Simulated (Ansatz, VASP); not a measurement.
# Two plane-wave programs on CdSe4

```
Cd Se
1.0
    -2.77250    2.77250    4.45292
     2.77250   -2.77250    4.45292
     2.77250    2.77250   -4.45292
Cd Se
1 4
Cartesian
  0.0000 0.0000 -0.7064
  1.3867 1.3867 1.5181
  1.3858 1.3858 5.9711
  1.3858 -1.3858 5.9711
  -1.3858 1.3858 5.9711
```

Alike in both runs: functional PBE; k mesh 4 × 4 × 4; occupations gaussian, width 0.2 eV; no spin polarisation.

Ansatz relaxed the structure, and its values are those at the end. VASP's run is a single point on that final structure, the one shown.

```csv
,VASP,Ansatz
version,VASP 6.6.1,Ansatz 0.2.0
potentials or method,"VASP PAW PBE potentials, release 64 (Cd, Se), cutoff 520 eV","scalar-relativistic, plane waves, PAW"
valence electrons in the cell,36,84
```

|  | VASP | Ansatz | Ansatz less VASP |
| --- | --- | --- | --- |
| gap on the k mesh at the Fermi level (eV) | none | none | - |
| pressure (GPa) | 0.5 | 0.4 | -0.11 |

A gap of «none» marks a metal or a gap that the smearing closes. VASP's potentials hold 36 valence electrons a cell and Ansatz's 84, so a difference there can come from the potentials and not from the codes.

The k mesh is coarse, so the values compare programs but aren't converged.
